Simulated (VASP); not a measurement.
Wanted: the native input for a VASP 6.6.1 run.

```
Task                               : single point
Functional                         : HSE06
Potentials or basis                : VASP PAW PBE potentials, release 64 (Hf_pv, O)
Cutoff                             : 520 eV
k mesh                             : 6 × 6 × 6
Occupations                        : gaussian, width 0.01 eV
Spin                               : no spin polarisation
Dipole correction                  : no
Grid for exact exchange (PRECFOCK) : Normal
Further INCAR settings             : ALGO = Normal; EDIFF = 1e-07; NBANDS = 18
Share of exact exchange            : 0.25
Screening parameter                : 0.2079 1/Å
```

HfO2:

```
Hf O
1.0
     0.00000    2.55447    2.55447
     2.55447    0.00000    2.55447
     2.55447    2.55447    0.00000
Hf O
1 2
Direct
  0.00000 0.00000 0.00000
  0.25000 0.25000 0.25000
  0.75000 0.75000 0.75000
```

This cell differs from its parent crystal: strain +1.0%.

One way to write it, as run:

POSCAR

```
HfO2
1.0
    0.0000000000      2.5544741425      2.5544741425
    2.5544741425      0.0000000000      2.5544741425
    2.5544741425      2.5544741425      0.0000000000
Hf O
1 2
Direct
    0.0000000000      0.0000000000      0.0000000000
    0.2500000000      0.2500000000      0.2500000000
    0.7500000000      0.7500000000      0.7500000000
```

INCAR.step1

```
  ALGO = Normal
  EDIFF = 1E-5
  ENCUT = 520
  GGA = PE
  ISIF = 2
  ISMEAR = 0
  LASPH = True
  LCHARG = False
  LREAL = False
  LWAVE = True
  NBANDS = 18
  NELM = 80
  PREC = Accurate
  SIGMA = 0.01
```

INCAR.step2

```
  ALGO = Normal
  EDIFF = 1E-7
  ENCUT = 520
  GGA = PE
  HFSCREEN = 0.2079
  ISIF = 2
  ISMEAR = 0
  ISTART = 1
  LASPH = True
  LCHARG = False
  LHFCALC = True
  LREAL = False
  LWAVE = False
  NBANDS = 18
  NELM = 80
  PREC = Accurate
  PRECFOCK = Normal
  SIGMA = 0.01
```

KPOINTS

```
k-points
0
Gamma
  6 6 6
```

Potentials or basis: VASP PAW PBE potentials, release 64 (Hf_pv, O).

The run is started by

```sh
$ cat potpaw_PBE.64/Hf_pv/POTCAR potpaw_PBE.64/O/POTCAR > POTCAR
$ cp INCAR.step1 INCAR
$ mpirun -np 1 vasp_std > vasp.out
$ cp INCAR.step2 INCAR
$ mpirun -np 1 vasp_std > vasp.out
```

Results of the run:

```yaml
Pressure: -12.5 GPa
Band_gap_on_the_k_mesh: 5.27 eV
```

Caveat: the cell differs from its parent crystal (strain +1.0%); the cell stands under tension; the PAW data sets were made with another functional, which shifts forces and pressure a little; spin-orbit coupling is left out, which moves the levels of the heavy elements.

Wall time 40 min on 1 thread of Intel(R) Xeon(R) 6975P-C (Granite Rapids), with other jobs on the host, peak memory 0.27 GiB.
